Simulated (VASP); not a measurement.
# S (P4_2/mnm) in VASP: notebook, part 2 of 2

VASP 6.6.1. Earlier steps stand in the parts before.

## Step 3: Relaxation of the atoms, PBE

INCAR reads:

```
SYSTEM = S
  PREC = Accurate
  ENCUT = 520
  EDIFF = 1E-6
  ISMEAR = 0
  SIGMA = 0.1
  LREAL = .False.
  LASPH = .True.
  NELM = 80
  ALGO = Normal
  ISIF = 2
  LWAVE = .False.
  LCHARG = .False.
  GGA = PE
  IBRION = 2
  NSW = 30
  EDIFFG = -0.09
  ISYM = 0
```

KPOINTS reads:

```
regular mesh
0
Gamma
  2 1 5
  0 0 0
```

POSCAR reads:

```
S
1.0
    5.6780537900      0.0000000000      0.0000000000
    0.0000000000      5.6780537900      0.0000000000
    0.0000000000      0.0000000000      2.9496155800
S
4
Direct
    0.8833913800      0.8833913800      0.5000000000
    0.1166086200      0.1166086200      0.5000000000
    0.3833913800      0.6166086200      0.0000000000
    0.6166086200      0.3833913800      0.0000000000
```

Potentials or basis: VASP PAW PBE potentials, release 64 (S).

Started as:

```sh
$ cat potpaw_PBE.64/S/POTCAR > POTCAR
$ mpirun -np 1 vasp_std > vasp.out
```

OUTCAR:

```text
SYSTEM = S
   PREC = Accurate
   ENCUT = 520
   EDIFF = 1E-6
   ISMEAR = 0
   LREAL = .False.
   LASPH = .True.
   NELM = 80
   ISIF = 2
   GGA = PE
   IBRION = 2
   NSW = 30
   EDIFFG = -0.09
   ISYM = 0

 ion  position               nearest neighbor table
   1  0.883  0.883  0.500-   2 1.87
   2  0.117  0.117  0.500-   1 1.87
   3  0.383  0.617  0.000-   4 1.87
   4  0.617  0.383  0.000-   3 1.87

IMPORTANT INFORMATION: All symmetrisations will be switched off!
NOSYMM: (Re-)initialisation of all symmetry stuff for point group C_1.

----------------------------------------------------------------------------------------

                                     Primitive cell

  volume of cell :      95.0965

  direct lattice vectors                    reciprocal lattice vectors
     5.678053790  0.000000000  0.000000000     0.176116683  0.000000000  0.000000000
     0.000000000  5.678053790  0.000000000     0.000000000  0.176116683  0.000000000
     0.000000000  0.000000000  2.949615580     0.000000000  0.000000000  0.339027230

  length of vectors
     5.678053790  5.678053790  2.949615580     0.176116683  0.176116683  0.339027230

  position of ions in fractional coordinates (direct lattice)
     0.883391380  0.883391380  0.500000000
     0.116608620  0.116608620  0.500000000
     0.383391380  0.616608620  0.000000000
     0.616608620  0.383391380  0.000000000

  ion indices of the primitive-cell ions
   primitive index   ion index
                 1           1
                 2           2
                 3           3
                 4           4

----------------------------------------------------------------------------------------

 KPOINTS: regular mesh

Automatic generation of k-mesh.
 Grid dimensions read from file:
 generate k-points for:    2    1    5

 Generating k-lattice:

  Cartesian coordinates                     Fractional coordinates (reciprocal lattice)
     0.088058342  0.000000000  0.000000000     0.500000000  0.000000000  0.000000000
     0.000000000  0.176116683  0.000000000     0.000000000  1.000000000  0.000000000
     0.000000000  0.000000000  0.067805446     0.000000000  0.000000000  0.200000000

  Length of vectors
     0.088058342  0.176116683  0.067805446

  Shift w.r.t. Gamma in fractional coordinates (k-lattice)
     0.000000000  0.000000000  0.000000000

 -----------------------------------------------------------------------------
|                                                                             |
|           W    W    AA    RRRRR   N    N  II  N    N   GGGG   !!!           |
|           W    W   A  A   R    R  NN   N  II  NN   N  G    G  !!!           |
|           W    W  A    A  R    R  N N  N  II  N N  N  G       !!!           |
|           W WW W  AAAAAA  RRRRR   N  N N  II  N  N N  G  GGG   !            |
|           WW  WW  A    A  R   R   N   NN  II  N   NN  G    G                |
|           W    W  A    A  R    R  N    N  II  N    N   GGGG   !!!           |
|                                                                             |
|     Your reciprocal lattice and k-lattice belong to different lattice       |
|     classes:                                                                |
|                                                                             |
|        The reciprocal lattice is simple tetragonal,                         |
|        whereas your k-lattice is simple orthorhombic.                       |
|                                                                             |
[... 20 lines left out ...]
   k-points           NKPTS =      6   k-points in BZ     NKDIM =      6   number of bands    NBANDS=     16
   number of dos      NEDOS =    301   number of ions     NIONS =      4
   total plane-waves  NPLWV =  42336
   dimension x,y,z NGX =    42 NGY =   42 NGZ =   24
   dimension x,y,z NGXF=    84 NGYF=   84 NGZF=   48
   ions per type =               4
   NGX,Y,Z   is equivalent  to a cutoff of  12.30, 12.30, 13.53 a.u.
   NGXF,Y,Z  is equivalent  to a cutoff of  24.59, 24.59, 27.05 a.u.
 SYSTEM =  S
   PREC   = accura    normal or accurate (medium, high low for compatibility)
   ISTART =      0    job   : 0-new  1-cont  2-samecut
   ICHARG =      2    charge: 1-file 2-atom 10-const
   ISPIN  =      1    spin polarized calculation?
   LNONCOLLINEAR =      F non collinear calculations
   LSORBIT =      F    spin-orbit coupling
   LASPH  =      T    aspherical Exc in radial PAW
   ENCUT  =  520.0 eV  38.22 Ry    6.18 a.u.  10.56 10.56  5.48*2*pi/ulx,y,z
   NELM   =     80;   NELMIN=  2; NELMDL= -5     # of ELM steps
   EDIFF  = 0.1E-05   stopping-criterion for ELM
   LREAL  =      F    real-space projection
   EDIFFG = -.9E-01   stopping-criterion for IOM
   NSW    =     30    number of steps for IOM
   IBRION =      2    ionic relax: 0-MD 1-quasi-New 2-CG
   NFREE  =      1    steps in history (QN), initial steepest desc. (CG)
   ISIF   =      2    stress and relaxation
   ISYM   =      0    0-nonsym 1-usesym 2-fastsym
   POTIM  = 0.5000    time-step for ionic-motion
   TEBEG  =    0.0;   TEEND  =   0.0 temperature during run
   PSTRESS=    0.0 pullay stress
   NELECT =      24.0000    total number of electrons
   NUPDOWN=      -1.0000    fix difference up-down
   EMIN   =  10.00;   EMAX   =-10.00  energy-range for DOS
   EFERMI =   0.00;   METHOD = LEGACY
   ISMEAR =     0;   SIGMA  =   0.10  broadening in eV -4-tet -1-fermi 0-gaus
   EFERMI_NEDOS =   21; number of points for ismear=-14 and -15
   IALGO  =     38    algorithm
   IMIX   =      4    mixing-type and parameters
     AMIX     =   0.40;   BMIX     =  1.00
     AMIX_MAG =   1.60;   BMIX_MAG =  1.00
  volume/ion in A,a.u.               =      23.77       160.44
  Fermi-wavevector in a.u.,A,eV,Ry     =   1.034563  1.955041 14.562607  1.070321
  Thomas-Fermi vector in A             =   2.168865
   LORBIT       =      0    0 simple, 1 ext, 2 COOP (PROOUT), +10 PAW based schemes
   GGA     = PE    functional components
   LHFCALC =     F    Hartree Fock is set to
   AEXX    =    0.0000 exact exchange contribution
   IVDW    =     0    specifies the selected vdW correction
   LEPSILON=     F    determine dielectric tensor
   LRPA    =     F    only Hartree local field effects (RPA)
 conjugate gradient relaxation of ions
 non-spin polarized calculation
 Gauss-broadening in eV      SIGMA  =   0.10
  energy-cutoff  :      520.00
  volume of cell :       95.10
 maximum number of plane-waves:      2579
   NGX = 21   NGY = 21   NGZ = 11

--------------------------------------- Ionic step        1  -------------------------------------------

 number of electron      23.9999998 magnetization

 Free energy of the ion-electron system (eV)
  ---------------------------------------------------
  ext. energy  EPLUGINS =         0.00000000
  ---------------------------------------------------
  free energy    TOTEN  =       -15.61568480 eV

  energy without entropy =      -15.59770778  energy(sigma->0) =      -15.60669629

------------------------ aborting loop because EDIFF is reached ----------------------------------------

  FORCE on cell =-STRESS in cart. coord.  units (eV):
  Direction    XX          YY          ZZ          XY          YZ          ZX
  --------------------------------------------------------------------------------------
  -------------------------------------------------------------------------------------
  Total        0.5424219     -0.5570506      0.1940814     -0.0004072     -0.0000004     -0.0000011
  in kB        9.1386774     -9.3851402      3.2698663     -0.0068603     -0.0000061     -0.0000178
  external PRESSURE =       1.0078012 kB  Pullay stress =       0.0000000 kB
[... 95 lines left out ...]
  FREE ENERGIE OF THE ION-ELECTRON SYSTEM (eV)
  ---------------------------------------------------
  free  energy   TOTEN  =       -15.6309414954 eV

  energy  without entropy=      -15.6129644720  energy(sigma->0) =      -15.62195298

[... ionic steps 4 to 22 ...]

--------------------------------------- Ionic step       23  -------------------------------------------

 number of electron      24.0000007 magnetization

------------------------ aborting loop because EDIFF is reached ----------------------------------------
[... 71 lines left out ...]
--------------------------------------- Ionic step       25  -------------------------------------------

 number of electron      24.0000002 magnetization

 Free energy of the ion-electron system (eV)
  ---------------------------------------------------
  ext. energy  EPLUGINS =         0.00000000
  ---------------------------------------------------
  free energy    TOTEN  =       -16.29836549 eV

  energy without entropy =      -16.28708170  energy(sigma->0) =      -16.29272360

 E-fermi :   3.3510     XC(G=0):  -8.7826

 val. band max:        2.7071918602   @ k =   0.5000   0.0000   0.0000
 cond. band min:       3.3510240640   @ k =   0.0000   0.0000   0.2000
 fundamental gap:      0.6438322038
 Fermi energy:         3.3510240640

 k-point     1 :       0.0000    0.0000    0.0000
  band No.  band energies     occupation
      1     -13.2708      2.00000
      2     -12.6926      2.00000
      3      -8.2843      2.00000
      4      -7.0294      2.00000
      5      -2.6059      2.00000
      6      -2.4478      2.00000
[... 134 lines left out ...]
  FREE ENERGIE OF THE ION-ELECTRON SYSTEM (eV)
  ---------------------------------------------------
  free  energy   TOTEN  =       -16.2983654942 eV

  energy  without entropy=      -16.2870817026  energy(sigma->0) =      -16.29272360

 reached required accuracy - stopping structural energy minimisation
```

OSZICAR:

```text
N       E                     dE             d eps       ncg     rms          rms(c)
DAV:   1     0.135832162288E+03    0.13583E+03   -0.10673E+04   192   0.128E+03
DAV:   2    -0.742220580738E+01   -0.14325E+03   -0.14222E+03   272   0.216E+02
DAV:   3    -0.156879812434E+02   -0.82658E+01   -0.80377E+01   272   0.620E+01
[... 233 lines left out ...]
DAV:   3    -0.162983891169E+02    0.16127E-03   -0.10718E-03   272   0.220E-01    0.146E-01
DAV:   4    -0.162983662421E+02    0.22875E-04   -0.52276E-04   256   0.117E-01    0.612E-02
DAV:   5    -0.162983675179E+02   -0.12758E-05   -0.10753E-04   272   0.540E-02    0.170E-02
DAV:   6    -0.162983648817E+02    0.26362E-05   -0.20038E-05   272   0.291E-02    0.153E-02
DAV:   7    -0.162983654942E+02   -0.61259E-06   -0.19637E-06   208   0.974E-03
  25 F= -.16298365E+02 E0= -.16292724E+02  d E =-.819894E-02
```

Run time: 4.3 min. Hardware: 1 thread of Intel Xeon 8259CL, shared host; peak memory 0.18 GiB.

Results:

```yaml
Free_energy: -16.2984 eV
Energy_gained_by_relaxing: 170.7 meV/atom
Ionic_steps: 25
Pressure_after_relaxing: -2.0 GPa
Largest_force_after_relaxing: 0.079 eV/Å
Band_gap_on_the_k_mesh: zero (bands 12 and 13 overlap by 2.39 eV)
```

Forces on the atoms (eV/Å):
```
S    0.026 -0.074  0.000
S   -0.026  0.074  0.000
S    0.025  0.034  0.000
S   -0.025 -0.034  0.000
```

The path:
```csv
step,energy change (eV),largest force (eV/Å),pressure (GPa)
1,0.0000,0.6369,0.10
2,0.0165,1.0152,-3.13
3,-0.0153,0.2542,-1.29
4,-0.0262,0.2564,-1.31
5,-0.0585,0.2876,-1.50
6,-0.1163,0.5501,-2.24
7,-0.1342,1.7204,-4.84
8,-0.1495,1.0848,-3.44
9,-0.1528,1.0801,-3.42
10,-0.1626,1.0624,-3.39
11,-0.1814,1.0384,-3.35
12,-0.2169,1.0293,-3.35
13,-0.2804,1.1546,-3.71
14,-0.3300,1.8403,-5.62
15,-0.3959,1.7030,-5.43
16,-0.5003,1.6315,-5.70
17,-0.5870,1.0116,-4.19
18,-0.6282,0.1832,-2.04
19,-0.6299,0.1795,-2.04
20,-0.6348,0.1737,-2.05
21,-0.6440,0.1679,-2.09
22,-0.6592,0.1956,-2.23
23,-0.6745,0.4498,-2.81
24,-0.6785,0.3026,-2.57
25,-0.6827,0.0788,-1.99
```

Final structure:
```yaml
crystal:
  lattice:
    - [5.67805, 0.00000, 0.00000]
    - [0.00000, 5.67805, 0.00000]
    - [0.00000, 0.00000, 2.94962]
  atoms:
    - { symbol: S, position: [0.99623, 0.83147, 0.50000] }
    - { symbol: S, position: [0.00377, 0.16853, 0.50000] }
    - { symbol: S, position: [0.49637, 0.66869, 0.00000] }
    - { symbol: S, position: [0.50363, 0.33131, 0.00000] }
```

Caveat: the k points lie up to 1.11 Å⁻¹ apart, too coarse for converged energies and pressures of a metal; this functional lacks dispersion, which holds the molecules together, so the pressure and a relaxed volume are unreliable; the relaxation stopped at a loose force limit of 0.09 eV/Å, so its end isn't a converged minimum.
